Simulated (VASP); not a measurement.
# Cu (I4/mmm) in VASP: further runs, part 2 of 2

VASP 6.6.1.

**4. Single point, r2SCAN**

POSCAR

```
Cu
1.0
   -1.4427900000      1.4427900000      1.3760800000
    1.4427900000     -1.4427900000      1.3760800000
    1.4427900000      1.4427900000     -1.3760800000
Cu
1
Direct
    0.0000000000      0.0000000000      0.0000000000
```

INCAR.step1

```
  PREC = Accurate
  ENCUT = 660
  ISMEAR = 1
  SIGMA = 0.1
  LREAL = False
  LASPH = True
  NELM = 120
  NBANDS = 12
  GGA = PE
  ALGO = Normal
  EDIFF = 1E-5
  LWAVE = True
  LCHARG = False
  GGA_COMPAT = False
```

INCAR.step2

```
  PREC = Accurate
  ENCUT = 660
  EDIFF = 1E-6
  ISMEAR = 1
  SIGMA = 0.1
  LREAL = False
  LASPH = True
  NELM = 120
  ALGO = Normal
  ISIF = 2
  LWAVE = False
  LCHARG = False
  METAGGA = R2SCAN
  LMIXTAU = True
  NBANDS = 12
  ISTART = 1
  GGA_COMPAT = False
```

KPOINTS

```
Automatic mesh
0
Gamma
  7 7 7
```

Potentials or basis: VASP PAW PBE potentials, release 64 (Cu).

Run with:

```
$ cat potpaw_PBE.64/Cu/POTCAR > POTCAR
$ cp INCAR.step1 INCAR
$ mpirun -np 1 vasp_std > vasp.out
$ cp INCAR.step2 INCAR
$ mpirun -np 1 vasp_std > vasp.out
```

OUTCAR:

```text
PREC = Accurate
   ENCUT = 660
   EDIFF = 1E-6
   ISMEAR = 1
   LREAL = False
   LASPH = True
   NELM = 120
   ISIF = 2
   METAGGA = R2SCAN
   ISTART = 1

 ion  position               nearest neighbor table
   1  0.000  0.000  0.000-

  LATTYP: Found a body centered tetragonal cell.
 ALAT       =     2.8855800000
 C/A-ratio  =     0.9537631949

  Lattice vectors:

 A1 = (  -1.4427900000,   1.4427900000,   1.3760800000)
 A2 = (   1.4427900000,  -1.4427900000,   1.3760800000)
 A3 = (   1.4427900000,   1.4427900000,  -1.3760800000)

Analysis of symmetry for initial positions (statically):
=====================================================================
 Subroutine PRICEL returns:
 Original cell was already a primitive cell.

 Routine SETGRP: Setting up the symmetry group for a
 body centered tetragonal supercell.

 Subroutine GETGRP returns: Found 16 space group operations
 (whereof 16 operations were pure point group operations)
 out of a pool of 16 trial point group operations.

The static configuration has the point symmetry D_4h.

Analysis of symmetry for dynamics (positions and initial velocities):
=====================================================================
 Subroutine PRICEL returns:
 Original cell was already a primitive cell.

 Routine SETGRP: Setting up the symmetry group for a
 body centered tetragonal supercell.

 Subroutine GETGRP returns: Found 16 space group operations
 (whereof 16 operations were pure point group operations)
 out of a pool of 16 trial point group operations.

The dynamic configuration has the point symmetry D_4h.

 Subroutine INISYM returns: Found 16 space group operations
 (whereof 16 operations are pure point group operations),
 and found     1 'primitive' translations

----------------------------------------------------------------------------------------

                                     Primitive cell

  volume of cell :      11.4580

  direct lattice vectors                    reciprocal lattice vectors
    -1.442790000  1.442790000  1.376080000     0.000000000  0.346550780  0.363350968
     1.442790000 -1.442790000  1.376080000     0.346550780  0.000000000  0.363350968
     1.442790000  1.442790000 -1.376080000     0.346550780  0.346550780  0.000000000

  length of vectors
     2.461073370  2.461073370  2.461073370     0.502116888  0.502116888  0.490096813

  position of ions in fractional coordinates (direct lattice)
     0.000000000  0.000000000  0.000000000

  ion indices of the primitive-cell ions
   primitive index   ion index
                 1           1

----------------------------------------------------------------------------------------

 KPOINTS: Automatic mesh

Automatic generation of k-mesh.
 Grid dimensions read from file:
 generate k-points for:    7    7    7

 Generating k-lattice:

  Cartesian coordinates                     Fractional coordinates (reciprocal lattice)
     0.000000000  0.049507254  0.051907281     0.142857143  0.000000000  0.000000000
     0.049507254  0.000000000  0.051907281     0.000000000  0.142857143  0.000000000
     0.049507254  0.049507254  0.000000000     0.000000000  0.000000000  0.142857143

  Length of vectors
     0.071730984  0.071730984  0.070013830

  Shift w.r.t. Gamma in fractional coordinates (k-lattice)
     0.000000000  0.000000000  0.000000000

 Subroutine IBZKPT returns following result:
 ===========================================

 Found     40 irreducible k-points:

 Following reciprocal coordinates:
            Coordinates               Weight
  0.000000  0.000000  0.000000      1.000000
  0.142857  0.000000  0.000000      8.000000
  0.285714  0.000000  0.000000      8.000000
  0.428571  0.000000  0.000000      8.000000
  0.142857  0.142857  0.000000      8.000000
  0.285714  0.142857  0.000000     16.000000
[... 16 lines left out ...]
 -0.142857  0.285714  0.142857      8.000000
 -0.428571  0.428571  0.142857      8.000000
 [... further k-points ...]
   k-points           NKPTS =     40   k-points in BZ     NKDIM =     40   number of bands    NBANDS=     12
   number of dos      NEDOS =    301   number of ions     NIONS =      1
   total plane-waves  NPLWV =  13824
   dimension x,y,z NGX =    24 NGY =   24 NGZ =   24
   dimension x,y,z NGXF=    48 NGYF=   48 NGZF=   48
   ions per type =               1
   NGX,Y,Z   is equivalent  to a cutoff of  16.21, 16.21, 16.21 a.u.
   NGXF,Y,Z  is equivalent  to a cutoff of  32.42, 32.42, 32.42 a.u.
 SYSTEM =  unknown system
   PREC   = accura    normal or accurate (medium, high low for compatibility)
   ISTART =      1    job   : 0-new  1-cont  2-samecut
   ICHARG =      0    charge: 1-file 2-atom 10-const
   ISPIN  =      1    spin polarized calculation?
   LNONCOLLINEAR =      F non collinear calculations
   LSORBIT =      F    spin-orbit coupling
   LASPH  =      T    aspherical Exc in radial PAW
   ENCUT  =  660.0 eV  48.51 Ry    6.96 a.u.   5.16  5.16  5.16*2*pi/ulx,y,z
   NELM   =    120;   NELMIN=  2; NELMDL=  0     # of ELM steps
   EDIFF  = 0.1E-05   stopping-criterion for ELM
   LREAL  =      F    real-space projection
   EDIFFG = 0.1E-04   stopping-criterion for IOM
   NSW    =      0    number of steps for IOM
   IBRION =     -1    ionic relax: 0-MD 1-quasi-New 2-CG
   NFREE  =      0    steps in history (QN), initial steepest desc. (CG)
   ISIF   =      2    stress and relaxation
   ISYM   =      2    0-nonsym 1-usesym 2-fastsym
   POTIM  = 0.5000    time-step for ionic-motion
   TEBEG  =    0.0;   TEEND  =   0.0 temperature during run
   PSTRESS=    0.0 pullay stress
   NELECT =      11.0000    total number of electrons
   NUPDOWN=      -1.0000    fix difference up-down
   EMIN   =  10.00;   EMAX   =-10.00  energy-range for DOS
   EFERMI =   0.00;   METHOD = LEGACY
   ISMEAR =     1;   SIGMA  =   0.10  broadening in eV -4-tet -1-fermi 0-gaus
   EFERMI_NEDOS =   21; number of points for ismear=-14 and -15
   IALGO  =     38    algorithm
   IMIX   =      4    mixing-type and parameters
     AMIX     =   0.40;   BMIX     =  1.00
     AMIX_MAG =   1.60;   BMIX_MAG =  1.00
  volume/ion in A,a.u.               =      11.46        77.32
  Fermi-wavevector in a.u.,A,eV,Ry     =   1.614987  3.051883 35.486493  2.608184
  Thomas-Fermi vector in A             =   2.709807
   LORBIT       =      0    0 simple, 1 ext, 2 COOP (PROOUT), +10 PAW based schemes
   METAGGA = R2SCAN    functional components
   LHFCALC =     F    Hartree Fock is set to
   AEXX    =    0.0000 exact exchange contribution
   IVDW    =     0    specifies the selected vdW correction
   LEPSILON=     F    determine dielectric tensor
   LRPA    =     F    only Hartree local field effects (RPA)
 non-spin polarized calculation
 Methfessel and Paxton  Order N= 1 SIGMA  =   0.10
  energy-cutoff  :      660.00
  volume of cell :       11.46
 maximum number of plane-waves:       452
 NGX is ok and might be reduce to    24
   NGX = 11   NGY = 11   NGZ = 11

 number of electron      10.9999998 magnetization

 Free energy of the ion-electron system (eV)
  ---------------------------------------------------
  ext. energy  EPLUGINS =         0.00000000
  ---------------------------------------------------
  free energy    TOTEN  =       -10.80284602 eV

  energy without entropy =      -10.80212213  energy(sigma->0) =      -10.80260472

 E-fermi :   7.7214     XC(G=0): -13.9457

 val. band max:        7.6623976185   @ k =  -0.2857   0.4286   0.1429
 cond. band min:       7.7226397572   @ k =  -0.4286   0.4286   0.1429
 fundamental gap:      0.0602421388
 Fermi energy:         7.7214033353

 k-point     1 :       0.0000    0.0000    0.0000
  band No.  band energies     occupation
      1      -2.1249      2.00000
      2       4.3730      2.00000
      3       4.5531      2.00000
      4       4.5531      2.00000
      5       5.4244      2.00000
      6       5.6469      2.00000
      7      33.6198      0.00000
      8      33.6198      0.00000
      9      34.9451      0.00000
     10      37.9161      0.00000
     11      38.1009      0.00000
     12      38.1009      0.00000
[... 331 lines left out ...]
 k-point    24 :      -0.4286    0.4286    0.1429
  band No.  band energies     occupation
      1       2.7206      2.00000
      2       4.2614      2.00000
      3       4.3196      2.00000
      4       5.1725      2.00000
      5       6.1711      2.00000
      6       7.7226      0.97907
      7      13.9847      0.00000
      8      24.4713      0.00000
      9      26.2053      0.00000
     10      33.7088      0.00000
     11      35.6842      0.00000
     12      37.2955      0.00000

 [... further k-points ...]

------------------------ aborting loop because EDIFF is reached ----------------------------------------

  FORCE on cell =-STRESS in cart. coord.  units (eV):
  Direction    XX          YY          ZZ          XY          YZ          ZX
  --------------------------------------------------------------------------------------
  -------------------------------------------------------------------------------------
  Total        0.2149201      0.2149201     -0.1488610      0.0000000     -0.0000000      0.0000000
  in kB       30.0522965     30.0522965    -20.8152427      0.0000000     -0.0000000      0.0000000
  external PRESSURE =      13.0964501 kB  Pullay stress =       0.0000000 kB

 VOLUME and BASIS-vectors are now :
 -----------------------------------------------------------------------------
  energy-cutoff  :      660.00
  volume of cell :       11.46
      direct lattice vectors                 reciprocal lattice vectors
    -1.442790000  1.442790000  1.376080000     0.000000000  0.346550780  0.363350968
     1.442790000 -1.442790000  1.376080000     0.346550780  0.000000000  0.363350968
     1.442790000  1.442790000 -1.376080000     0.346550780  0.346550780  0.000000000

 POSITION                                       TOTAL-FORCE (eV/Angst)
 -----------------------------------------------------------------------------------
      0.00000      0.00000      0.00000        -0.000000     -0.000000     -0.000000
 -----------------------------------------------------------------------------------
    total drift:                                0.000000      0.000000     -0.000000

  FREE ENERGIE OF THE ION-ELECTRON SYSTEM (eV)
  ---------------------------------------------------
  free  energy   TOTEN  =       -10.8028460150 eV

  energy  without entropy=      -10.8021221317  energy(sigma->0) =      -10.80260472
```

OUTCAR.step1:

```text
PREC = Accurate
   ENCUT = 660
   ISMEAR = 1
   LREAL = False
   LASPH = True
   NELM = 120
[... 576 lines left out ...]

 POSITION                                       TOTAL-FORCE (eV/Angst)
 -----------------------------------------------------------------------------------
      0.00000      0.00000      0.00000         0.000000      0.000000      0.000000
 -----------------------------------------------------------------------------------
    total drift:                               -0.000000      0.000000      0.000000

  FREE ENERGIE OF THE ION-ELECTRON SYSTEM (eV)
  ---------------------------------------------------
  free  energy   TOTEN  =        -3.6891664520 eV

  energy  without entropy=       -3.6884856682  energy(sigma->0) =       -3.68893952
```

OSZICAR.step1:

```text
N       E                     dE             d eps       ncg     rms          rms(c)
DAV:   1     0.459470526915E+02    0.45947E+02   -0.61579E+03  1072   0.181E+03
DAV:   2    -0.302490115574E+01   -0.48972E+02   -0.45764E+02   980   0.229E+02
DAV:   3    -0.457225549842E+01   -0.15474E+01   -0.15323E+01  1096   0.443E+01
DAV:   4    -0.458151173073E+01   -0.92562E-02   -0.92549E-02  1076   0.309E+00
DAV:   5    -0.458159523676E+01   -0.83506E-04   -0.83505E-04  1132   0.292E-01    0.758E+00
DAV:   6    -0.403186949700E+01    0.54973E+00   -0.13401E+01  1100   0.712E+01    0.364E+00
DAV:   7    -0.370269785248E+01    0.32917E+00   -0.20479E+00  1124   0.279E+01    0.608E-01
DAV:   8    -0.369046852335E+01    0.12229E-01   -0.43634E-03  1160   0.870E-01    0.271E-01
DAV:   9    -0.368916649642E+01    0.13020E-02   -0.78013E-03  1188   0.156E+00    0.305E-02
DAV:  10    -0.368916645202E+01    0.44408E-07   -0.48259E-05  1100   0.129E-01
   1 F= -.36891665E+01 E0= -.36889395E+01  d E =-.680784E-03
```

It took 61 s on 1 thread of Intel Xeon 8259CL, shared host; peak memory 0.15 GiB.

What came out:

* Free energy: -10.8028 eV
* Pressure: 1.3 GPa

Levels at points of the mesh, in eV from the Fermi level:
```csv
k point,band 2,band 3,band 4,band 5,band 6,band 7,band 8,band 9,band 10,band 11
"(0.00, 0.00, 0.00)",-3.35,-3.17,-3.17,-2.30,-2.07,25.90,25.90,27.22,30.19,30.38
```

Caveat: the k points lie up to 0.45 Å⁻¹ apart; the PAW data sets were made with another functional, which shifts forces and pressure a little.

**5. The runs side by side**

```tsv
level	cutoff (eV)	gap on the mesh (eV)	pressure (GPa)
PBEsol	600	none	-0.2
BLYP	600	none	17.1
r2SCAN	660	none	1.3
```

Alike in all rows: task single point; potentials or basis VASP PAW PBE potentials, release 64 (Cu); no spin polarisation; cell as given; k mesh 7 × 7 × 7; smearing methfessel-paxton 0.1 eV.

Caveats: all runs use coarse meshes; the PAW data sets were made with another functional, which shifts forces and pressure a little.

Total energies depend on the potentials used, so only differences within one code and one set of settings carry meaning.
